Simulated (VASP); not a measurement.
A run of VASP 6.6.1 is set up as follows.

File INCAR:

```
PREC = Accurate ; ENCUT = 600
EDIFF = 1E-6 ; ISMEAR = 0
SIGMA = 0.02 ; LREAL = F
LASPH = T ; NELM = 120
ALGO = Normal ; ISIF = 2
LWAVE = F ; LCHARG = F
GGA = PS ; NBANDS = 15
GGA_COMPAT = F
```

The input KPOINTS:

```
Automatic mesh
0
Gamma
  8 8 8
```

Contents of POSCAR:

```
BaO
1.0
    0.0000000000      2.7450541016      2.7450541016
    2.7450541016      0.0000000000      2.7450541016
    2.7450541016      2.7450541016      0.0000000000
Ba O
1 1
Direct
    0.0000000000      0.0000000000      0.0000000000
    0.5000000000      0.5000000000      0.5000000000
```

Potentials or basis: VASP PAW PBE potentials, release 64 (Ba_sv, O).

Command:

```bash
$ cat potpaw_PBE.64/Ba_sv/POTCAR potpaw_PBE.64/O/POTCAR > POTCAR
$ mpirun -np 1 vasp_std > vasp.out
```

(1) What does it give for the band gap on the k mesh?

(2) Estimate the pressure.

Answers

(1) 1.77 eV, direct.

(2) 1.8 GPa.

Caveat: the PAW data sets were made with another functional, which shifts forces and pressure a little; spin-orbit coupling is left out, which moves the levels of the heavy elements.
